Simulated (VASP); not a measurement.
# HC16 (a cell with a defect) in VASP: single point with LDA

Aim: the single point of HC16 (a cell with a defect) with LDA.

Everything below comes from runs of VASP 6.6.1. Logs are shortened: lines on timing, memory, paths and dates and some standing lists are left out, and cuts for length are marked.

**1. The cell of the first run**

The cell holds a defect, 17 atoms: a = 5.049 Å, b = 5.049 Å, c = 5.049 Å, α = 60.00°, β = 60.00°, γ = 60.00°.

**2. Single point, LDA, collinear spin**

Contents of INCAR:

```
PREC = Accurate
ENCUT = 520
EDIFF = 1E-7
ISMEAR = -1
SIGMA = 0.02
LREAL = Auto
LASPH = T
NELM = 150
ALGO = Normal
ISIF = 2
LWAVE = F
LCHARG = T
ISPIN = 2
MAGMOM = 0 0 0 0 0.07 0 0 0 0 0 0 0 0 0 0 0 0.26
LORBIT = 11
LELF = T
LVHAR = T
NBANDS = 50
```

Contents of KPOINTS:

```
regular mesh
0
Gamma
  2 2 2
```

Contents of POSCAR:

```
HC16
1.0
    0.0000000000      3.5700000000      3.5700000000
    3.5700000000      0.0000000000      3.5700000000
    3.5700000000      3.5700000000      0.0000000000
C H
16 1
Direct
   -0.0062605042     -0.0000140056     -0.0039355742
    0.1302100840      0.1067086835      0.1392296919
   -0.0138235294      0.0036834734      0.5088935574
    0.1221568627      0.1170588235      0.6367787115
    0.0008963585      0.4969747899     -0.0036694678
    0.1302801120      0.6126050420      0.1135014006
    0.0112605042      0.4830532213      0.5053781513
    0.1266246499      0.6086414566      0.6397619048
    0.5203501401      0.0065686275     -0.0199299720
    0.6286554622      0.1135574230      0.1234733894
    0.5067226891     -0.0247338936      0.5133893557
    0.6307983193      0.1133193277      0.6239075630
    0.5089075630      0.4935574230      0.0011484594
    0.6240476190      0.5993977591      0.1390056022
    0.5032212885      0.4799439776      0.5140056022
    0.6342016807      0.6156302521      0.6241176471
    0.2922829132      0.8260364146      0.2033753501
```

Potentials or basis: VASP PAW LDA potentials, release 64 (C, H).

Run with:

```
$ cat potpaw_LDA.64/C/POTCAR potpaw_LDA.64/H/POTCAR > POTCAR
$ mpirun -np 1 vasp_std > vasp.out
```

OUTCAR:

```text
PREC = Accurate
   ENCUT = 520
   EDIFF = 1E-7
   ISMEAR = -1
   LREAL = Auto
   LASPH = T
   NELM = 150
   ISIF = 2
   ISPIN = 2
   LORBIT = 11

 ion  position               nearest neighbor table
   1  0.994  1.000  0.996-   4 1.48  10 1.51   2 1.60   6 1.60
   2  0.130  0.107  0.139-  17 1.20   3 1.53   1 1.60   5 1.61   9 1.62
   3  0.986  0.004  0.509-  12 1.47   2 1.53   4 1.56   8 1.63
   4  0.122  0.117  0.637-   1 1.48   7 1.51   3 1.56  11 1.59
   5  0.001  0.497  0.996-   8 1.47   6 1.49  14 1.56   2 1.61
   6  0.130  0.613  0.114-   5 1.49  13 1.56   1 1.60   7 1.62
   7  0.011  0.483  0.505-   4 1.51   8 1.55  16 1.55   6 1.62
   8  0.127  0.609  0.640-   5 1.47   7 1.55  15 1.55   3 1.63
   9  0.520  0.007  0.980-  17 1.47  12 1.47  10 1.48   2 1.62  14 1.68
  10  0.629  0.114  0.123-   9 1.48   1 1.51  13 1.57  11 1.61
  11  0.507  0.975  0.513-  16 1.48  12 1.54   4 1.59  10 1.61
  12  0.631  0.113  0.624-   3 1.47   9 1.47  15 1.51  11 1.54
  13  0.509  0.494  0.001-  14 1.48  16 1.55   6 1.56  10 1.57
  14  0.624  0.599  0.139-  17 1.46  13 1.48  15 1.55   5 1.56   9 1.68
  15  0.503  0.480  0.514-  12 1.51  14 1.55   8 1.55  16 1.55
  16  0.634  0.616  0.624-  11 1.48  13 1.55  15 1.55   7 1.55
  17  0.292  0.826  0.203-   2 1.20  14 1.46   9 1.47

  LATTYP: Found a face centered cubic cell.
 ALAT       =     7.1400000000

  Lattice vectors:

 A1 = (   0.0000000000,   3.5700000000,   3.5700000000)
 A2 = (   3.5700000000,   0.0000000000,   3.5700000000)
 A3 = (   3.5700000000,   3.5700000000,   0.0000000000)

Analysis of symmetry for initial positions (statically):
=====================================================================
 Subroutine PRICEL returns:
 Original cell was already a primitive cell.

 Routine SETGRP: Setting up the symmetry group for a
 face centered cubic supercell.

 Subroutine GETGRP returns: Found  1 space group operations
 (whereof  1 operations were pure point group operations)
 out of a pool of 48 trial point group operations.

The static configuration has the point symmetry C_1 .

Analysis of symmetry for dynamics (positions and initial velocities):
=====================================================================
 Subroutine PRICEL returns:
 Original cell was already a primitive cell.

 Routine SETGRP: Setting up the symmetry group for a
 face centered cubic supercell.

 Subroutine GETGRP returns: Found  1 space group operations
 (whereof  1 operations were pure point group operations)
 out of a pool of 48 trial point group operations.

The dynamic configuration has the point symmetry C_1 .

Analysis of structural, dynamic, and magnetic symmetry:
=====================================================================
 Subroutine PRICEL returns:
 Original cell was already a primitive cell.

 Routine SETGRP: Setting up the symmetry group for a
 face centered cubic supercell.

 Subroutine GETGRP returns: Found  1 space group operations
 (whereof  1 operations were pure point group operations)
 out of a pool of 48 trial point group operations.

The overall configuration has the point symmetry C_1 .

 Subroutine INISYM returns: Found  1 space group operations
 (whereof  1 operations are pure point group operations),
 and found     1 'primitive' translations

----------------------------------------------------------------------------------------

                                     Primitive cell

  volume of cell :      90.9986

  direct lattice vectors                    reciprocal lattice vectors
     0.000000000  3.570000000  3.570000000    -0.140056022  0.140056022  0.140056022
     3.570000000  0.000000000  3.570000000     0.140056022 -0.140056022  0.140056022
     3.570000000  3.570000000  0.000000000     0.140056022  0.140056022 -0.140056022

  length of vectors
     5.048742418  5.048742418  5.048742418     0.242584147  0.242584147  0.242584147

  position of ions in fractional coordinates (direct lattice)
     0.993739496  0.999985994  0.996064426
     0.130210084  0.106708684  0.139229692
     0.986176471  0.003683473  0.508893557
     0.122156863  0.117058824  0.636778711
     0.000896359  0.496974790  0.996330532
[... 71 lines left out ...]
   total plane-waves  NPLWV =  64000
   dimension x,y,z NGX =    40 NGY =   40 NGZ =   40
   dimension x,y,z NGXF=    80 NGYF=   80 NGZF=   80
   ions per type =              16   1
   NGX,Y,Z   is equivalent  to a cutoff of  13.17, 13.17, 13.17 a.u.
   NGXF,Y,Z  is equivalent  to a cutoff of  26.34, 26.34, 26.34 a.u.
 SYSTEM =  unknown system
   PREC   = accura    normal or accurate (medium, high low for compatibility)
   ISTART =      0    job   : 0-new  1-cont  2-samecut
   ICHARG =      2    charge: 1-file 2-atom 10-const
   ISPIN  =      2    spin polarized calculation?
   LNONCOLLINEAR =      F non collinear calculations
   LSORBIT =      F    spin-orbit coupling
   LASPH  =      T    aspherical Exc in radial PAW
   ENCUT  =  520.0 eV  38.22 Ry    6.18 a.u.   9.39  9.39  9.39*2*pi/ulx,y,z
   NELM   =    150;   NELMIN=  2; NELMDL= -5     # of ELM steps
   EDIFF  = 0.1E-06   stopping-criterion for ELM
   LREAL  =      T    real-space projection
   EDIFFG = 0.1E-05   stopping-criterion for IOM
   NSW    =      0    number of steps for IOM
   IBRION =     -1    ionic relax: 0-MD 1-quasi-New 2-CG
   NFREE  =      0    steps in history (QN), initial steepest desc. (CG)
   ISIF   =      2    stress and relaxation
   ISYM   =      2    0-nonsym 1-usesym 2-fastsym
   POTIM  = 0.5000    time-step for ionic-motion
   TEBEG  =    0.0;   TEEND  =   0.0 temperature during run
   PSTRESS=    0.0 pullay stress
   NELECT =      65.0000    total number of electrons
   NUPDOWN=      -1.0000    fix difference up-down
   EMIN   =  10.00;   EMAX   =-10.00  energy-range for DOS
   EFERMI =   0.00;   METHOD = LEGACY
   ISMEAR =    -1;   SIGMA  =   0.02  broadening in eV -4-tet -1-fermi 0-gaus
   EFERMI_NEDOS =   21; number of points for ismear=-14 and -15
   IALGO  =     38    algorithm
   IMIX   =      4    mixing-type and parameters
     AMIX     =   0.40;   BMIX     =  1.00
     AMIX_MAG =   1.60;   BMIX_MAG =  1.00
  volume/ion in A,a.u.               =       5.35        36.12
  Fermi-wavevector in a.u.,A,eV,Ry     =   1.463416  2.765455 29.138043  2.141586
  Thomas-Fermi vector in A             =   2.579513
   LORBIT       =     11    0 simple, 1 ext, 2 COOP (PROOUT), +10 PAW based schemes
   GGA     = CA    functional components
   LHFCALC =     F    Hartree Fock is set to
   AEXX    =    0.0000 exact exchange contribution
   IVDW    =     0    specifies the selected vdW correction
   LEPSILON=     F    determine dielectric tensor
   LRPA    =     F    only Hartree local field effects (RPA)
 spin polarized calculation
  energy-cutoff  :      520.00
  volume of cell :       91.00
 maximum number of plane-waves:      2452
 NGX is ok and might be reduce to    40
   NGX = 19   NGY = 19   NGZ = 19

 number of electron      65.0000000 magnetization       0.0005403

 Free energy of the ion-electron system (eV)
  ---------------------------------------------------
  ext. energy  EPLUGINS =         0.00000000
  ---------------------------------------------------
  free energy    TOTEN  =      -157.45445153 eV

  energy without entropy =     -157.44909283  energy(sigma->0) =     -157.45177218

 E-fermi :  13.0068     XC(G=0): -13.5741

 val. band max:       12.9765604395   @ k =   0.5000   0.5000   0.0000
 cond. band min:      13.0443130901   @ k =   0.0000   0.5000   0.5000
 fundamental gap:      0.0677526506
 Fermi energy:        13.0068169312

 spin component 1

 k-point     1 :       0.0000    0.0000    0.0000
  band No.  band energies     occupation
      1     -11.7434      1.00000
      2      -6.1250      1.00000
      3      -5.9344      1.00000
      4      -5.7977      1.00000
      5      -5.7125      1.00000
      6      -4.6812      1.00000
[... 365 lines left out ...]
     43      19.5687      0.00000
     44      19.8727      0.00000
 Fermi energy:        13.0068169312

 spin component 2

 k-point     1 :       0.0000    0.0000    0.0000
  band No.  band energies     occupation
      1     -11.7434      1.00000
      2      -6.1249      1.00000
      3      -5.9343      1.00000
      4      -5.7976      1.00000
      5      -5.7125      1.00000
      6      -4.6812      1.00000
[... 365 lines left out ...]
     43      19.5687      0.00000
     44      19.8727      0.00000
 [bands above 44 left out]

------------------------ aborting loop because EDIFF is reached ----------------------------------------

  FORCE on cell =-STRESS in cart. coord.  units (eV):
  Direction    XX          YY          ZZ          XY          YZ          ZX
  --------------------------------------------------------------------------------------
  -------------------------------------------------------------------------------------
  Total        3.7594881      3.3298030      2.5846643     -0.4661699     -0.0644899     -3.1731569
  in kB       66.1918700     58.6265683     45.5071972     -8.2076744     -1.1354487    -55.8685603
  external PRESSURE =      56.7752118 kB  Pullay stress =       0.0000000 kB

 VOLUME and BASIS-vectors are now :
 -----------------------------------------------------------------------------
  energy-cutoff  :      520.00
  volume of cell :       91.00
      direct lattice vectors                 reciprocal lattice vectors
     0.000000000  3.570000000  3.570000000    -0.140056022  0.140056022  0.140056022
     3.570000000  0.000000000  3.570000000     0.140056022 -0.140056022  0.140056022
     3.570000000  3.570000000  0.000000000     0.140056022  0.140056022 -0.140056022

 POSITION                                       TOTAL-FORCE (eV/Angst)
 -----------------------------------------------------------------------------------
      7.12590      7.10360      7.11760        -0.443748      1.649524     -0.810109
      0.87800      0.96190      0.84580        -0.924757     -1.660781      0.032201
      1.82990      5.33740      3.53380        -1.432029      2.858304      0.513746
      2.69120      2.70940      0.85400        -1.241362     -0.536805      0.329415
      5.33110      3.56010      1.77740         0.339054      1.124333     -1.400353
      2.59220      0.87030      2.65210         2.448348      1.397036      0.571706
[... 9 lines left out ...]
      4.42590      4.49220      4.46190        -0.458535      1.438282     -1.074183
      3.67500      1.76950      3.99240         0.170862      0.229072     -1.380267
 -----------------------------------------------------------------------------------
    total drift:                               -0.016562     -0.003926     -0.002526

  FREE ENERGIE OF THE ION-ELECTRON SYSTEM (eV)
  ---------------------------------------------------
  free  energy   TOTEN  =      -157.4544515259 eV

  energy  without entropy=     -157.4490928301  energy(sigma->0) =     -157.45177218

 total charge

# of ion       s       p       d       tot
------------------------------------------
    1        0.825   1.761   0.000   2.586
    2        0.808   1.759   0.000   2.567
    3        0.828   1.756   0.000   2.584
    4        0.814   1.783   0.000   2.597
    5        0.838   1.779   0.000   2.618
    6        0.812   1.730   0.000   2.542
[... 9 lines left out ...]
   16        0.815   1.777   0.000   2.592
   17        0.587   0.087   0.000   0.673
--------------------------------------------------
tot         13.714  28.300   0.000  42.014

 magnetization (x)

# of ion       s       p       d       tot
------------------------------------------
    1        0.000   0.000   0.000   0.000
    2        0.000   0.000   0.000   0.000
    3        0.000   0.000   0.000   0.000
    4        0.000   0.000   0.000   0.000
    5        0.000   0.000   0.000   0.000
    6        0.000   0.000   0.000   0.000
[... 9 lines left out ...]
   16        0.000   0.000   0.000   0.000
   17        0.000   0.000   0.000   0.000
--------------------------------------------------
tot          0.000   0.000   0.000   0.000
```

Wall time 85 s (1 thread of AMD EPYC 9R45 (Zen 5), shared host); peak memory 0.2 GiB.

Results:

```yaml
Free_energy: -157.4545 eV
Pressure: 5.7 GPa
Largest_force: 3.238 eV/Å
Net_moment: 0.00 μB per cell
Valence_electrons_inside_the_program's_atomic_spheres: C 2.59, 2.57, 2.58, 2.60, 2.62, 2.54, 2.56, 2.67; H 0.67
```

Forces on the atoms (eV/Å):
```
C   -0.444  1.650 -0.810
C   -0.925 -1.661  0.032
C   -1.432  2.858  0.514
C   -1.241 -0.537  0.329
C    0.339  1.124 -1.400
C    2.448  1.397  0.572
C    0.301 -1.584  0.495
C   -0.509 -1.820  0.912
C    0.211  1.453 -2.171
C    1.051  0.603  0.804
C    0.201 -2.590  1.109
C    0.694 -0.234 -0.311
C   -1.400 -1.207 -1.806
C    0.611 -0.147  2.995
C    0.383 -0.972  1.191
C   -0.459  1.438 -1.074
H    0.171  0.229 -1.380
```

Levels at points of the mesh, in eV from the Fermi level:
Spin up:
```tsv
k point	band 30	band 31	band 32	band 33	band 34	band 35
(0.00, 0.00, 0.00)	-3.49	-3.21	-2.70	-1.47	0.70	1.11
(0.50, 0.00, 0.00)	-5.08	-4.79	-4.45	0.15	1.89	2.39
(0.00, 0.50, 0.00)	-5.15	-4.98	-4.68	-0.39	2.12	2.47
(0.00, 0.00, 0.50)	-5.13	-4.84	-4.22	0.11	2.17	2.31
(0.50, 0.50, 0.50)	-4.95	-4.58	-4.38	-0.24	2.15	2.28
(0.50, 0.50, 0.00)	-6.19	-6.05	-5.84	-0.03	1.03	2.34
(0.00, 0.50, 0.50)	-6.16	-6.07	-5.95	0.04	0.87	2.62
(0.50, 0.00, 0.50)	-6.18	-6.01	-5.93	0.06	0.85	2.61
```
Spin down:
```
           k point  band 28  band 29  band 30  band 31  band 32  band 33  band 34  band 35  band 36  band 37
(0.00, 0.00, 0.00)    -5.67    -5.51    -3.49    -3.21    -2.70    -1.47     0.70     1.11     1.24     1.44
(0.50, 0.00, 0.00)    -7.53    -5.40    -5.08    -4.79    -4.45     0.15     1.89     2.39     2.49     2.75
(0.00, 0.50, 0.00)    -7.89    -5.27    -5.15    -4.98    -4.68    -0.39     2.12     2.47     2.65     2.69
(0.00, 0.00, 0.50)    -7.55    -5.35    -5.13    -4.84    -4.22     0.11     2.17     2.31     2.50     2.73
(0.50, 0.50, 0.50)    -7.62    -5.55    -4.95    -4.58    -4.38    -0.24     2.15     2.28     2.55     2.81
(0.50, 0.50, 0.00)    -7.10    -6.44    -6.19    -6.05    -5.84    -0.03     1.03     2.34     4.18     4.33
(0.00, 0.50, 0.50)    -7.11    -6.37    -6.16    -6.07    -5.95     0.04     0.87     2.62     3.99     4.42
(0.50, 0.00, 0.50)    -6.98    -6.32    -6.18    -6.01    -5.93     0.06     0.85     2.61     3.99     4.38
```

Caveat: the k points lie up to 0.76 Å⁻¹ apart.
